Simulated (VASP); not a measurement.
# SnSe2 (P-3m1) in VASP: further runs

SnSe2 is run at these levels: PBE+D3(BJ); tasks: single point.

Program: VASP 6.6.1. These are calculated values, not measurements. Logs are shortened: lines on timing, memory, paths and dates and some standing lists are left out, and cuts for length are marked.

## (1) The cell of the first run

It takes space group P-3m1 (No. 164, trigonal). Conventional cell: a = 3.648 Å, b = 3.648 Å, c = 6.984 Å, α = 90.00°, β = 90.00°, γ = 120.00°. Within 3.7 Å of Sn (site symmetry -3m) lie 6 Se at 2.80 Å and 6 Sn at 3.65 Å. Se (site symmetry 3m) has 3 Sn at 2.80 Å and 6 Se at 3.65 Å within 3.7 Å.

## (2) Single point, PBE+D3(BJ)

Contents of INCAR:

```
PREC = Accurate
ENCUT = 500
EDIFF = 1E-6
ISMEAR = 0
SIGMA = 0.03
LREAL = False
LASPH = True
NELM = 120
ALGO = Normal
ISIF = 2
LWAVE = False
LCHARG = False
GGA = PE
IVDW = 12
NBANDS = 20
GGA_COMPAT = False
```

Contents of KPOINTS:

```
regular mesh
0
Gamma
  12 12 6
```

Contents of POSCAR:

```
SnSe2
1.0
    3.6480000000      0.0000000000      0.0000000000
   -1.8240000000      3.1592606730      0.0000000000
    0.0000000000      0.0000000000      6.9835000000
Sn Se
1 2
Direct
    0.0000000000      0.0000000000      0.0000000000
    0.3333333333      0.6666666667      0.2651331237
    0.6666666667      0.3333333333      0.7348668763
```

Potentials or basis: VASP PAW PBE potentials, release 64 (Sn_d, Se).

Started as:

```
$ cat potpaw_PBE.64/Sn_d/POTCAR potpaw_PBE.64/Se/POTCAR > POTCAR
$ mpirun -np 1 vasp_std > vasp.out
```

OUTCAR:

```text
PREC = Accurate
   ENCUT = 500
   EDIFF = 1E-6
   ISMEAR = 0
   LREAL = False
   LASPH = True
   NELM = 120
   ISIF = 2
   GGA = PE
   IVDW = 12
 IVDW          = 12

 ion  position               nearest neighbor table
   1  0.000  0.000  0.000-   2 2.80   3 2.80   2 2.80   3 2.80   3 2.80   2 2.80
   2  0.333  0.667  0.265-   1 2.80   1 2.80   1 2.80
   3  0.667  0.333  0.735-   1 2.80   1 2.80   1 2.80

  LATTYP: Found a hexagonal cell.
 ALAT       =     3.6480000000
 C/A-ratio  =     1.9143366228

  Lattice vectors:

 A1 = (   3.6480000000,   0.0000000000,   0.0000000000)
 A2 = (  -1.8240000000,   3.1592606730,   0.0000000000)
 A3 = (   0.0000000000,   0.0000000000,   6.9835000000)

Analysis of symmetry for initial positions (statically):
=====================================================================
 Subroutine PRICEL returns:
 Original cell was already a primitive cell.

 Routine SETGRP: Setting up the symmetry group for a
 hexagonal supercell.

 Subroutine GETGRP returns: Found 12 space group operations
 (whereof 12 operations were pure point group operations)
 out of a pool of 24 trial point group operations.

The static configuration has the point symmetry D_3d.

Analysis of symmetry for dynamics (positions and initial velocities):
=====================================================================
 Subroutine PRICEL returns:
 Original cell was already a primitive cell.

 Routine SETGRP: Setting up the symmetry group for a
 hexagonal supercell.

 Subroutine GETGRP returns: Found 12 space group operations
 (whereof 12 operations were pure point group operations)
 out of a pool of 24 trial point group operations.

The dynamic configuration has the point symmetry D_3d.

 Subroutine INISYM returns: Found 12 space group operations
 (whereof 12 operations are pure point group operations),
 and found     1 'primitive' translations

----------------------------------------------------------------------------------------

                                     Primitive cell

  volume of cell :      80.4847

  direct lattice vectors                    reciprocal lattice vectors
     3.648000000  0.000000000  0.000000000     0.274122807  0.158264876  0.000000000
    -1.824000000  3.159260673  0.000000000     0.000000000  0.316529753  0.000000000
     0.000000000  0.000000000  6.983500000     0.000000000  0.000000000  0.143194673

  length of vectors
     3.648000000  3.648000000  6.983500000     0.316529753  0.316529753  0.143194673

  position of ions in fractional coordinates (direct lattice)
     0.000000000  0.000000000  0.000000000
     0.333333333  0.666666667  0.265133124
     0.666666667  0.333333333  0.734866876

  ion indices of the primitive-cell ions
   primitive index   ion index
                 1           1
                 2           2
                 3           3

----------------------------------------------------------------------------------------

 KPOINTS: regular mesh

Automatic generation of k-mesh.
 Grid dimensions read from file:
 generate k-points for:   12   12    6

 Generating k-lattice:

  Cartesian coordinates                     Fractional coordinates (reciprocal lattice)
     0.022843567  0.013188740  0.000000000     0.083333333  0.000000000  0.000000000
     0.000000000  0.026377479  0.000000000     0.000000000  0.083333333  0.000000000
     0.000000000  0.000000000  0.023865779     0.000000000  0.000000000  0.166666667

  Length of vectors
     0.026377479  0.026377479  0.023865779

  Shift w.r.t. Gamma in fractional coordinates (k-lattice)
     0.000000000  0.000000000  0.000000000

 Subroutine IBZKPT returns following result:
 ===========================================

 Found    100 irreducible k-points:

 Following reciprocal coordinates:
            Coordinates               Weight
  0.000000  0.000000  0.000000      1.000000
  0.083333  0.000000  0.000000      6.000000
  0.166667  0.000000  0.000000      6.000000
  0.250000 -0.000000  0.000000      6.000000
  0.333333  0.000000  0.000000      6.000000
  0.416667 -0.000000  0.000000      6.000000
[... 16 lines left out ...]
  0.166667  0.000000  0.166667      6.000000
  0.000000  0.166667  0.166667      6.000000
 [... further k-points ...]
   k-points           NKPTS =    100   k-points in BZ     NKDIM =    100   number of bands    NBANDS=     20
   number of dos      NEDOS =    301   number of ions     NIONS =      3
   total plane-waves  NPLWV =  42336
   dimension x,y,z NGX =    28 NGY =   28 NGZ =   54
   dimension x,y,z NGXF=    56 NGYF=   56 NGZF=  108
   ions per type =               1   2
   NGX,Y,Z   is equivalent  to a cutoff of  12.76, 12.76, 12.85 a.u.
   NGXF,Y,Z  is equivalent  to a cutoff of  25.52, 25.52, 25.71 a.u.
 SYSTEM =  unknown system
   PREC   = accura    normal or accurate (medium, high low for compatibility)
   ISTART =      0    job   : 0-new  1-cont  2-samecut
   ICHARG =      2    charge: 1-file 2-atom 10-const
   ISPIN  =      1    spin polarized calculation?
   LNONCOLLINEAR =      F non collinear calculations
   LSORBIT =      F    spin-orbit coupling
   LASPH  =      T    aspherical Exc in radial PAW
   ENCUT  =  500.0 eV  36.75 Ry    6.06 a.u.   6.65  6.65 12.73*2*pi/ulx,y,z
   NELM   =    120;   NELMIN=  2; NELMDL= -5     # of ELM steps
   EDIFF  = 0.1E-05   stopping-criterion for ELM
   LREAL  =      F    real-space projection
   EDIFFG = 0.1E-04   stopping-criterion for IOM
   NSW    =      0    number of steps for IOM
   IBRION =     -1    ionic relax: 0-MD 1-quasi-New 2-CG
   NFREE  =      0    steps in history (QN), initial steepest desc. (CG)
   ISIF   =      2    stress and relaxation
   ISYM   =      2    0-nonsym 1-usesym 2-fastsym
   POTIM  = 0.5000    time-step for ionic-motion
   TEBEG  =    0.0;   TEEND  =   0.0 temperature during run
   PSTRESS=    0.0 pullay stress
   NELECT =      26.0000    total number of electrons
   NUPDOWN=      -1.0000    fix difference up-down
   EMIN   =  10.00;   EMAX   =-10.00  energy-range for DOS
   EFERMI =   0.00;   METHOD = LEGACY
   ISMEAR =     0;   SIGMA  =   0.03  broadening in eV -4-tet -1-fermi 0-gaus
   EFERMI_NEDOS =   21; number of points for ismear=-14 and -15
   IALGO  =     38    algorithm
   IMIX   =      4    mixing-type and parameters
     AMIX     =   0.40;   BMIX     =  1.00
     AMIX_MAG =   1.60;   BMIX_MAG =  1.00
  volume/ion in A,a.u.               =      26.83       181.05
  Fermi-wavevector in a.u.,A,eV,Ry     =   1.123298  2.122725 17.167795  1.261797
  Thomas-Fermi vector in A             =   2.259963
   LORBIT       =      0    0 simple, 1 ext, 2 COOP (PROOUT), +10 PAW based schemes
   GGA     = PE    functional components
   LHFCALC =     F    Hartree Fock is set to
   AEXX    =    0.0000 exact exchange contribution
   IVDW    =    12    specifies the selected vdW correction
   LEPSILON=     F    determine dielectric tensor
   LRPA    =     F    only Hartree local field effects (RPA)
 non-spin polarized calculation
 Gauss-broadening in eV      SIGMA  =   0.03
  energy-cutoff  :      500.00
  volume of cell :       80.48
 maximum number of plane-waves:      2077
 NGX is ok and might be reduce to    28
   NGX = 13   NGY = 13   NGZ = 25

 number of electron      26.0000000 magnetization

 Free energy of the ion-electron system (eV)
  ---------------------------------------------------
  ext. energy  EPLUGINS =         0.00000000
  ---------------------------------------------------
  free energy    TOTEN  =       -11.34363334 eV

  energy without entropy =      -11.34286674  energy(sigma->0) =      -11.34325004

 E-fermi :   4.2572     XC(G=0):  -9.3585

 val. band max:        4.2563600291   @ k =   0.1667   0.0000   0.0000
 cond. band min:       4.2599716411   @ k =   0.0000   0.0833   0.1667
 fundamental gap:      0.0036116120
 Fermi energy:         4.2571879604

 k-point     1 :       0.0000    0.0000    0.0000
  band No.  band energies     occupation
      1     -17.4238      2.00000
      2     -17.4238      2.00000
      3     -17.3513      2.00000
      4     -17.3322      2.00000
      5     -17.3322      2.00000
      6      -9.7250      2.00000
[... 12 lines left out ...]
     19      13.1586      0.00000
     20      13.4429      0.00000

 k-point     2 :       0.0833    0.0000    0.0000
  band No.  band energies     occupation
      1     -17.4251      2.00000
      2     -17.4192      2.00000
      3     -17.3486      2.00000
      4     -17.3358      2.00000
      5     -17.3328      2.00000
      6      -9.6524      2.00000
[... 12 lines left out ...]
     19      12.5463      0.00000
     20      13.3229      0.00000

 k-point     3 :       0.1667    0.0000    0.0000
  band No.  band energies     occupation
      1     -17.4293      2.00000
      2     -17.4064      2.00000
      3     -17.3459      2.00000
      4     -17.3406      2.00000
      5     -17.3346      2.00000
      6      -9.4408      2.00000
[... 12 lines left out ...]
     19      12.4723      0.00000
     20      13.0153      0.00000

 k-point     4 :       0.2500   -0.0000    0.0000
  band No.  band energies     occupation
      1     -17.4364      2.00000
      2     -17.3892      2.00000
      3     -17.3585      2.00000
      4     -17.3368      2.00000
      5     -17.3294      2.00000
      6      -9.1111      2.00000
[... 12 lines left out ...]
     19      12.5390      0.00000
     20      13.2716      0.00000

 k-point     5 :       0.3333    0.0000    0.0000
  band No.  band energies     occupation
      1     -17.4446      2.00000
      2     -17.3724      2.00000
      3     -17.3704      2.00000
      4     -17.3384      2.00000
      5     -17.3176      2.00000
      6      -8.7085      2.00000
[... 12 lines left out ...]
     19      12.2711      0.00000
     20      13.8771      0.00000
[... 353 lines left out ...]
      6      -9.6212      2.00000
[... 12 lines left out ...]
     19      12.3504      0.00000
     20      13.4177      0.00000

 k-point    22 :       0.0000    0.0833    0.1667
  band No.  band energies     occupation
      1     -17.4251      2.00000
      2     -17.4192      2.00000
      3     -17.3486      2.00000
      4     -17.3358      2.00000
      5     -17.3328      2.00000
      6      -9.6212      2.00000
[... 12 lines left out ...]
     19      12.4048      0.00000
     20      13.2735      0.00000

 k-point    23 :       0.1667    0.0000    0.1667
  band No.  band energies     occupation
      1     -17.4294      2.00000
      2     -17.4064      2.00000
      3     -17.3458      2.00000
      4     -17.3406      2.00000
      5     -17.3346      2.00000
      6      -9.4103      2.00000
[... 12 lines left out ...]
     19      12.6299      0.00000
     20      12.8777      0.00000

 k-point    24 :       0.0000    0.1667    0.1667
  band No.  band energies     occupation
      1     -17.4294      2.00000
      2     -17.4064      2.00000
      3     -17.3459      2.00000
      4     -17.3406      2.00000
      5     -17.3346      2.00000
      6      -9.4102      2.00000
[... 12 lines left out ...]
     19      12.3109      0.00000
     20      12.6659      0.00000

 [... further k-points ...]

------------------------ aborting loop because EDIFF is reached ----------------------------------------

 Edisp (eV)   -1.03744

 E8    (eV) :    -0.4537

  FORCE on cell =-STRESS in cart. coord.  units (eV):
  Direction    XX          YY          ZZ          XY          YZ          ZX
  --------------------------------------------------------------------------------------
  -------------------------------------------------------------------------------------
  Total       1.23362     1.23362    -6.04537     0.00000     0.00000    -0.00000
  in kB      24.55712    24.55712  -120.34281     0.00000     0.00000    -0.00000
  external pressure =      -23.74 kB  Pullay stress =        0.00 kB

 VOLUME and BASIS-vectors are now :
 -----------------------------------------------------------------------------
  energy-cutoff  :      500.00
  volume of cell :       80.48
      direct lattice vectors                 reciprocal lattice vectors
     3.648000000  0.000000000  0.000000000     0.274122807  0.158264876  0.000000000
    -1.824000000  3.159260673  0.000000000     0.000000000  0.316529753  0.000000000
     0.000000000  0.000000000  6.983500000     0.000000000  0.000000000  0.143194673

 POSITION                                       TOTAL-FORCE (eV/Angst)
 -----------------------------------------------------------------------------------
      0.00000      0.00000      0.00000        -0.000000      0.000000      0.000000
     -0.00000      2.10617      1.85156        -0.000000      0.000000     -1.357058
      1.82400      1.05309      5.13194         0.000000     -0.000000      1.357058
 -----------------------------------------------------------------------------------
    total drift:                               -0.000000      0.000000      0.000000

  FREE ENERGIE OF THE ION-ELECTRON SYSTEM (eV)
  ---------------------------------------------------
  free  energy   TOTEN  =       -12.3810724888 eV

  energy  without entropy=      -12.3803058877  energy(sigma->0) =      -12.38068919
```

It took 53 s on 1 thread of Intel Xeon 6975P-C (Granite Rapids), shared host; peak memory 0.27 GiB.

What came out:

```yaml
Free_energy: -12.3811 eV
Pressure: -2.4 GPa
Largest_force: 1.357 eV/Å
Band_gap_on_the_k_mesh: zero (bands 13 and 14 overlap by 0.62 eV)
Dispersion_energy_per_atom: -0.346 eV
```

Forces in eV/Å, atoms in the order of the input:
```
Sn   0.000  0.000  0.000
Se   0.000  0.000 -1.357
Se   0.000  0.000  1.357
```

Stress tensor (GPa, compression positive):
```
  2.46   0.00   0.00
  0.00   2.46   0.00
  0.00   0.00 -12.03
```

Levels at points of the mesh, in eV from the Fermi level:
```tsv
k point	band 10	band 11	band 12	band 13	band 14	band 15	band 16	band 17
(0.00, 0.00, 0.00)	-0.15	-0.15	0.01	0.01	0.36	3.78	4.86	4.86
(0.50, 0.00, 0.00)	-3.68	-2.27	-1.94	-0.51	0.42	3.00	4.32	4.46
(0.00, 0.00, 0.50)	-0.24	-0.24	0.13	0.13	2.19	3.45	4.73	4.73
(0.50, 0.00, 0.50)	-3.02	-1.80	-1.66	-0.78	-0.50	2.39	4.16	4.90
```

Caveat: the stress differs along the axes, from -12 to 2 GPa; semilocal functionals underestimate gaps, and a narrow one can read as zero; spin-orbit coupling is left out, which moves the levels of the heavy elements; forces of over 1 eV/Å act on the atoms, so gaps and moduli don't describe the material at rest.

(Part 1 of 2 ends here.)
